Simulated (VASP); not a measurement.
# CdS (Hawleyite) (F-43m) in VASP: further runs

The runs below take CdS (Hawleyite) through single point, with r2SCAN.

All numbers are computed with VASP 6.6.1; they aren't measurements. Logs are shortened: lines on timing, memory, paths and dates and some standing lists are left out, and cuts for length are marked.

## Step 1: The cell of the first run

The structure is cubic, space group F-43m (No. 216). The conventional cell has a = 5.555 Å, b = 5.555 Å, c = 5.555 Å, α = 90.00°, β = 90.00°, γ = 90.00°. Within 3.2 Å of Cd (site symmetry -43m) lie 4 S at 2.41 Å. S (site symmetry -43m) has 4 Cd at 2.41 Å within 3.2 Å.

## Step 2: Single point, r2SCAN

Contents of POSCAR:

```
CdS
1.0
    2.7776545783      2.7776545783      0.0000000000
   -2.7776545783      2.7776545783      0.0000000000
    0.0000000000      2.7776545783      2.7776545783
Cd S
1 1
Direct
    0.0000000000      0.0000000000      0.0000000000
    0.7500000000      0.2500000000      0.5000000000
```

Contents of INCAR.step1:

```
SYSTEM = CdS
PREC = Accurate
ENCUT = 520
ISMEAR = 0
SIGMA = 0.01
LREAL = .False.
LASPH = .True.
NELM = 100
NBANDS = 16
GGA = PE
ALGO = Normal
EDIFF = 1E-4
LWAVE = .True.
LCHARG = .False.
```

Contents of INCAR.step2:

```
SYSTEM = CdS
PREC = Accurate
ENCUT = 520
EDIFF = 1E-6
ISMEAR = 0
SIGMA = 0.01
LREAL = .False.
LASPH = .True.
NELM = 100
ALGO = Normal
ISIF = 2
LWAVE = .False.
LCHARG = .False.
METAGGA = R2SCAN
LMIXTAU = .True.
NBANDS = 16
ISTART = 1
```

Contents of KPOINTS:

```
Automatic mesh
0
Gamma
  8 8 8
  0 0 0
```

Potentials or basis: VASP PAW PBE potentials, release 64 (Cd, S).

On the command line:

```
cat potpaw_PBE.64/Cd/POTCAR potpaw_PBE.64/S/POTCAR > POTCAR
cp INCAR.step1 INCAR
mpirun -np 1 vasp_std > vasp.out
cp INCAR.step2 INCAR
mpirun -np 1 vasp_std > vasp.out
```

OUTCAR:

```text
SYSTEM = CdS
   PREC = Accurate
   ENCUT = 520
   EDIFF = 1E-6
   ISMEAR = 0
   LREAL = .False.
   LASPH = .True.
   NELM = 100
   ISIF = 2
   METAGGA = R2SCAN
   ISTART = 1

 ion  position               nearest neighbor table
   1  0.000  0.000  0.000-   2 2.41   2 2.41   2 2.41   2 2.41
   2  0.750  0.250  0.500-   1 2.41   1 2.41   1 2.41   1 2.41

  LATTYP: Found a face centered cubic cell.
 ALAT       =     5.5553091566

  Lattice vectors:

 A1 = (   0.0000000000,   2.7776545783,   2.7776545783)
 A2 = (   2.7776545783,   0.0000000000,   2.7776545783)
 A3 = (   2.7776545783,   2.7776545783,   0.0000000000)

Analysis of symmetry for initial positions (statically):
=====================================================================
 Subroutine PRICEL returns:
 Original cell was already a primitive cell.

 Routine SETGRP: Setting up the symmetry group for a
 face centered cubic supercell.

 Subroutine GETGRP returns: Found 24 space group operations
 (whereof 24 operations were pure point group operations)
 out of a pool of 48 trial point group operations.

The static configuration has the point symmetry T_d .

Analysis of symmetry for dynamics (positions and initial velocities):
=====================================================================
 Subroutine PRICEL returns:
 Original cell was already a primitive cell.

 Routine SETGRP: Setting up the symmetry group for a
 face centered cubic supercell.

 Subroutine GETGRP returns: Found 24 space group operations
 (whereof 24 operations were pure point group operations)
 out of a pool of 48 trial point group operations.

The dynamic configuration has the point symmetry T_d .

 Subroutine INISYM returns: Found 24 space group operations
 (whereof 24 operations are pure point group operations),
 and found     1 'primitive' translations

----------------------------------------------------------------------------------------

                                     Primitive cell

  volume of cell :      42.8612

  direct lattice vectors                    reciprocal lattice vectors
     2.777654578  2.777654578  0.000000000     0.180007984  0.180007984 -0.180007984
    -2.777654578  2.777654578  0.000000000    -0.180007984  0.180007984 -0.180007984
     0.000000000  2.777654578  2.777654578     0.000000000  0.000000000  0.360015967

  length of vectors
     3.928196776  3.928196776  3.928196776     0.311782974  0.311782974  0.360015967

  position of ions in fractional coordinates (direct lattice)
     0.000000000  0.000000000  0.000000000
     0.750000000  0.250000000  0.500000000

  ion indices of the primitive-cell ions
   primitive index   ion index
                 1           1
                 2           2

----------------------------------------------------------------------------------------

 KPOINTS: Automatic mesh

Automatic generation of k-mesh.
 Grid dimensions read from file:
 generate k-points for:    8    8    8

 Generating k-lattice:

  Cartesian coordinates                     Fractional coordinates (reciprocal lattice)
     0.022500998  0.022500998 -0.022500998     0.125000000  0.000000000  0.000000000
    -0.022500998  0.022500998 -0.022500998     0.000000000  0.125000000  0.000000000
     0.000000000  0.000000000  0.045001996     0.000000000  0.000000000  0.125000000

  Length of vectors
     0.038972872  0.038972872  0.045001996

  Shift w.r.t. Gamma in fractional coordinates (k-lattice)
     0.000000000  0.000000000  0.000000000

 Subroutine IBZKPT returns following result:
 ===========================================

 Found     29 irreducible k-points:

 Following reciprocal coordinates:
            Coordinates               Weight
  0.000000  0.000000  0.000000      1.000000
  0.125000  0.000000  0.000000      8.000000
  0.250000  0.000000  0.000000      8.000000
  0.375000  0.000000  0.000000      8.000000
  0.500000  0.000000  0.000000      4.000000
  0.125000  0.125000  0.000000     12.000000
[... 16 lines left out ...]
  0.375000  0.250000  0.125000     48.000000
  0.500000  0.250000  0.125000     24.000000
 [... further k-points ...]
   k-points           NKPTS =     29   k-points in BZ     NKDIM =     29   number of bands    NBANDS=     16
   number of dos      NEDOS =    301   number of ions     NIONS =      2
   total plane-waves  NPLWV =  27000
   dimension x,y,z NGX =    30 NGY =   30 NGZ =   30
   dimension x,y,z NGXF=    60 NGYF=   60 NGZF=   60
   ions per type =               1   1
   NGX,Y,Z   is equivalent  to a cutoff of  12.70, 12.70, 12.70 a.u.
   NGXF,Y,Z  is equivalent  to a cutoff of  25.39, 25.39, 25.39 a.u.
 SYSTEM =  CdS
   PREC   = accura    normal or accurate (medium, high low for compatibility)
   ISTART =      1    job   : 0-new  1-cont  2-samecut
   ICHARG =      0    charge: 1-file 2-atom 10-const
   ISPIN  =      1    spin polarized calculation?
   LNONCOLLINEAR =      F non collinear calculations
   LSORBIT =      F    spin-orbit coupling
   LASPH  =      T    aspherical Exc in radial PAW
   ENCUT  =  520.0 eV  38.22 Ry    6.18 a.u.   7.30  7.30  7.30*2*pi/ulx,y,z
   NELM   =    100;   NELMIN=  2; NELMDL=  0     # of ELM steps
   EDIFF  = 0.1E-05   stopping-criterion for ELM
   LREAL  =      F    real-space projection
   EDIFFG = 0.1E-04   stopping-criterion for IOM
   NSW    =      0    number of steps for IOM
   IBRION =     -1    ionic relax: 0-MD 1-quasi-New 2-CG
   NFREE  =      0    steps in history (QN), initial steepest desc. (CG)
   ISIF   =      2    stress and relaxation
   ISYM   =      2    0-nonsym 1-usesym 2-fastsym
   POTIM  = 0.5000    time-step for ionic-motion
   TEBEG  =    0.0;   TEEND  =   0.0 temperature during run
   PSTRESS=    0.0 pullay stress
   NELECT =      18.0000    total number of electrons
   NUPDOWN=      -1.0000    fix difference up-down
   EMIN   =  10.00;   EMAX   =-10.00  energy-range for DOS
   EFERMI =   0.00;   METHOD = LEGACY
   ISMEAR =     0;   SIGMA  =   0.01  broadening in eV -4-tet -1-fermi 0-gaus
   EFERMI_NEDOS =   21; number of points for ismear=-14 and -15
   IALGO  =     38    algorithm
   IMIX   =      4    mixing-type and parameters
     AMIX     =   0.40;   BMIX     =  1.00
     AMIX_MAG =   1.60;   BMIX_MAG =  1.00
  volume/ion in A,a.u.               =      21.43       144.62
  Fermi-wavevector in a.u.,A,eV,Ry     =   1.225963  2.316735 20.449362  1.502986
  Thomas-Fermi vector in A             =   2.360982
   LORBIT       =      0    0 simple, 1 ext, 2 COOP (PROOUT), +10 PAW based schemes
   METAGGA = R2SCAN    functional components
   LHFCALC =     F    Hartree Fock is set to
   AEXX    =    0.0000 exact exchange contribution
   IVDW    =     0    specifies the selected vdW correction
   LEPSILON=     F    determine dielectric tensor
   LRPA    =     F    only Hartree local field effects (RPA)
 non-spin polarized calculation
 Gauss-broadening in eV      SIGMA  =   0.01
  energy-cutoff  :      520.00
  volume of cell :       42.86
 maximum number of plane-waves:      1174
 NGX is ok and might be reduce to    30
   NGX = 15   NGY = 15   NGZ = 15

 number of electron      18.0000002 magnetization

 Free energy of the ion-electron system (eV)
  ---------------------------------------------------
  ext. energy  EPLUGINS =         0.00000000
  ---------------------------------------------------
  free energy    TOTEN  =       -29.34604515 eV

  energy without entropy =      -29.34604515  energy(sigma->0) =      -29.34604515

 E-fermi :   2.5228     XC(G=0): -10.4864

 val. band max:        2.4611176674   @ k =   0.0000   0.0000   0.0000
 cond. band min:       4.3735231121   @ k =   0.0000   0.0000   0.0000
 fundamental gap:      1.9124054448
 Fermi energy:         2.5228187023

 k-point     1 :       0.0000    0.0000    0.0000
  band No.  band energies     occupation
      1     -11.4821      2.00000
      2      -6.2067      2.00000
      3      -6.2067      2.00000
      4      -6.2067      2.00000
      5      -5.4445      2.00000
      6      -5.4445      2.00000
[... 8 lines left out ...]
     15      14.6615      0.00000
     16      15.2799      0.00000

 k-point     2 :       0.1250    0.0000    0.0000
  band No.  band energies     occupation
      1     -11.3974      2.00000
      2      -6.1728      2.00000
      3      -6.1728      2.00000
      4      -6.1444      2.00000
      5      -5.4464      2.00000
      6      -5.4464      2.00000
[... 8 lines left out ...]
     15      13.9694      0.00000
     16      15.5377      0.00000

 k-point     3 :       0.2500    0.0000    0.0000
  band No.  band energies     occupation
      1     -11.1910      2.00000
      2      -6.0987      2.00000
      3      -6.0987      2.00000
      4      -5.9004      2.00000
      5      -5.4385      2.00000
      6      -5.4385      2.00000
[... 8 lines left out ...]
     15      13.7304      0.00000
     16      14.6546      0.00000

 k-point     4 :       0.3750    0.0000    0.0000
  band No.  band energies     occupation
      1     -10.9844      2.00000
      2      -6.0405      2.00000
      3      -6.0405      2.00000
      4      -5.4071      2.00000
      5      -5.4071      2.00000
      6      -5.3835      2.00000
[... 8 lines left out ...]
     15      14.7834      0.00000
     16      14.7834      0.00000
[... 324 lines left out ...]
 k-point    22 :       0.2500    0.2500    0.1250
  band No.  band energies     occupation
      1     -11.0393      2.00000
      2      -6.0280      2.00000
      3      -5.9807      2.00000
      4      -5.7946      2.00000
      5      -5.4510      2.00000
      6      -5.3619      2.00000
[... 8 lines left out ...]
     15      15.3623      0.00000
     16      17.4120      0.00000

 k-point    23 :       0.3750    0.2500    0.1250
  band No.  band energies     occupation
      1     -10.8772      2.00000
      2      -5.9680      2.00000
      3      -5.9264      2.00000
      4      -5.5792      2.00000
      5      -5.3951      2.00000
      6      -5.0945      2.00000
[... 8 lines left out ...]
     15      16.3257      0.00000
     16      16.9012      0.00000

 k-point    24 :       0.5000    0.2500    0.1250
  band No.  band energies     occupation
      1     -10.8114      2.00000
      2      -5.9604      2.00000
      3      -5.8987      2.00000
      4      -5.4958      2.00000
      5      -5.4057      2.00000
      6      -4.7407      2.00000
[... 8 lines left out ...]
     15      15.7010      0.00000
     16      16.8315      0.00000

 [... further k-points ...]

------------------------ aborting loop because EDIFF is reached ----------------------------------------

  FORCE on cell =-STRESS in cart. coord.  units (eV):
  Direction    XX          YY          ZZ          XY          YZ          ZX
  --------------------------------------------------------------------------------------
  -------------------------------------------------------------------------------------
  Total        4.1734698      4.1734698      4.1734698     -0.0000000     -0.0000000      0.0000000
  in kB      156.0066646    156.0066646    156.0066646     -0.0000000     -0.0000000      0.0000000
  external PRESSURE =     156.0066646 kB  Pullay stress =       0.0000000 kB

 VOLUME and BASIS-vectors are now :
 -----------------------------------------------------------------------------
  energy-cutoff  :      520.00
  volume of cell :       42.86
      direct lattice vectors                 reciprocal lattice vectors
     2.777654578  2.777654578  0.000000000     0.180007984  0.180007984 -0.180007984
    -2.777654578  2.777654578  0.000000000    -0.180007984  0.180007984 -0.180007984
     0.000000000  2.777654578  2.777654578     0.000000000  0.000000000  0.360015967

 POSITION                                       TOTAL-FORCE (eV/Angst)
 -----------------------------------------------------------------------------------
      0.00000      0.00000      0.00000        -0.000000      0.000000      0.000000
      1.38883      4.16648      1.38883         0.000000     -0.000000      0.000000
 -----------------------------------------------------------------------------------
    total drift:                                0.000007      0.000000     -0.000000

  FREE ENERGIE OF THE ION-ELECTRON SYSTEM (eV)
  ---------------------------------------------------
  free  energy   TOTEN  =       -29.3460451499 eV

  energy  without entropy=      -29.3460451499  energy(sigma->0) =      -29.34604515
```

It took 43 s on 1 thread of Intel Xeon 6975P-C (Granite Rapids), shared host; peak memory 0.17 GiB.

Results:

| Property | Result |
| --- | --- |
| Free energy | -29.3460 eV |
| Pressure | 15.6 GPa |
| Band gap on the k mesh | 1.91 eV, direct |

Levels at points of the mesh, in eV from the valence-band top:
```tsv
k point	band 7	band 8	band 9	band 10	band 11	band 12
(0.00, 0.00, 0.00)	0.00	0.00	0.00	1.91	6.96	6.96
(0.50, 0.00, 0.00)	-5.50	-1.02	-1.02	3.66	7.41	7.41
(0.50, 0.50, 0.00)	-4.71	-2.52	-2.52	3.56	4.82	10.59
```

Caveat: the PAW data sets were made with another functional, which shifts forces and pressure a little.

## Step 3: Single point, r2SCAN

This run uses another cell than the first one, of 22.41 Å³/atom, 1.046 times its volume.

Contents of POSCAR:

```
CdS
1.0
    2.8193824025      2.8193824025      0.0000000000
   -2.8193824025      2.8193824025      0.0000000000
    0.0000000000      2.8193824025      2.8193824025
Cd S
1 1
Direct
    0.0000000000      0.0000000000      0.0000000000
    0.7500000000      0.2500000000      0.5000000000
```

Contents of INCAR.step1:

```
SYSTEM = CdS
PREC = Accurate
ENCUT = 520
ISMEAR = 0
SIGMA = 0.01
LREAL = .FALSE.
LASPH = .TRUE.
NELM = 100
NBANDS = 16
GGA = PE
ALGO = Normal
EDIFF = 1E-4
LWAVE = .TRUE.
LCHARG = .FALSE.
```

Contents of INCAR.step2:

```
SYSTEM = CdS
PREC = Accurate
ENCUT = 520
EDIFF = 1E-6
ISMEAR = 0
SIGMA = 0.01
LREAL = .FALSE.
LASPH = .TRUE.
NELM = 100
ALGO = Normal
ISIF = 2
LWAVE = .FALSE.
LCHARG = .FALSE.
METAGGA = R2SCAN
LMIXTAU = .TRUE.
NBANDS = 16
ISTART = 1
```

Contents of KPOINTS:

```
regular mesh
0
G
  8 8 8
  0 0 0
```

Potentials or basis: VASP PAW PBE potentials, release 64 (Cd, S).

On the command line:

```
cat potpaw_PBE.64/Cd/POTCAR potpaw_PBE.64/S/POTCAR > POTCAR
cp INCAR.step1 INCAR
mpirun -np 1 vasp_std > vasp.out
cp INCAR.step2 INCAR
mpirun -np 1 vasp_std > vasp.out
```

Wall time 44 s (1 thread of Intel Xeon 6975P-C (Granite Rapids), shared host); peak memory 0.18 GiB.

Results (log left out):

* Free energy: -29.5049 eV
* Pressure: 10.5 GPa
* Band gap on the k mesh: 1.82 eV, direct

Levels at points of the mesh, in eV from the valence-band top:
| k point | band 6 | band 7 | band 8 | band 9 | band 10 | band 11 | band 12 | band 13 |
| --- | --- | --- | --- | --- | --- | --- | --- | --- |
| (0.00, 0.00, 0.00) | -7.74 | 0.00 | 0.00 | 0.00 | 1.82 | 7.01 | 7.01 | 7.01 |
| (0.50, 0.00, 0.00) | -7.25 | -5.16 | -0.93 | -0.93 | 3.61 | 7.45 | 7.45 | 8.21 |
| (0.50, 0.50, 0.00) | -7.18 | -4.47 | -2.33 | -2.33 | 3.66 | 4.82 | 10.34 | 12.19 |

Caveat: the PAW data sets were made with another functional, which shifts forces and pressure a little. r2SCAN opens gaps a little over a GGA but as a rule still falls short of measured ones.

## Step 4: Single point, r2SCAN

This run uses another cell than the first one, of 22.41 Å³/atom, 1.046 times its volume.

Contents of POSCAR:

```
CdS
1.0
    2.8193824024      2.8193824024      0.0000000000
   -2.8193824024      2.8193824024      0.0000000000
    0.0000000000      2.8193824024      2.8193824024
Cd S
1 1
Direct
    0.0000000000      0.0000000000      0.0000000000
    0.7500000000      0.2500000000      0.5000000000
```

Contents of INCAR.step1:

```
SYSTEM = CdS
  PREC = Accurate
  ENCUT = 520
  ISMEAR = 0
  SIGMA = 0.01
  LREAL = .False.
  LASPH = .True.
  NELM = 60
  NBANDS = 16
  GGA = PE
  ALGO = Normal
  EDIFF = 1E-4
  LWAVE = .True.
  LCHARG = .False.
```

Contents of INCAR.step2:

```
SYSTEM = CdS
  PREC = Accurate
  ENCUT = 520
  EDIFF = 1E-7
  ISMEAR = 0
  SIGMA = 0.01
  LREAL = .False.
  LASPH = .True.
  NELM = 60
  ALGO = Normal
  ISIF = 2
  LWAVE = .False.
  LCHARG = .True.
  METAGGA = R2SCAN
  LMIXTAU = .True.
  LELF = .True.
  LVHAR = .True.
  NBANDS = 16
  ISTART = 1
```

Contents of KPOINTS:

```
regular mesh
0
Gamma
  8 8 8
  0 0 0
```

On the command line:

```
cat potpaw_PBE.64/Cd/POTCAR potpaw_PBE.64/S/POTCAR > POTCAR
cp INCAR.step1 INCAR
mpirun -np 1 vasp_std > vasp.out
cp INCAR.step2 INCAR
mpirun -np 1 vasp_std > vasp.out
```

Run time: 50 s. Hardware: 1 thread of Intel Xeon 6975P-C (Granite Rapids), shared host; peak memory 0.18 GiB.

The run converged. Its results:

```
Free energy            : -29.5049 eV
Pressure               : 10.5 GPa
Band gap on the k mesh : 1.82 eV, direct
```

Levels at points of the mesh, in eV from the valence-band top:
| k point | band 5 | band 6 | band 7 | band 8 | band 9 | band 10 | band 11 | band 12 | band 13 | band 14 |
| --- | --- | --- | --- | --- | --- | --- | --- | --- | --- | --- |
| (0.00, 0.00, 0.00) | -7.74 | -7.74 | 0.00 | 0.00 | 0.00 | 1.82 | 7.01 | 7.01 | 7.01 | 12.15 |
| (0.50, 0.00, 0.00) | -7.69 | -7.25 | -5.16 | -0.93 | -0.93 | 3.61 | 7.45 | 7.45 | 8.21 | 12.00 |
| (0.50, 0.50, 0.00) | -7.62 | -7.18 | -4.47 | -2.33 | -2.33 | 3.66 | 4.82 | 10.34 | 12.19 | 12.19 |

Caveat: the PAW data sets were made with another functional, which shifts forces and pressure a little.
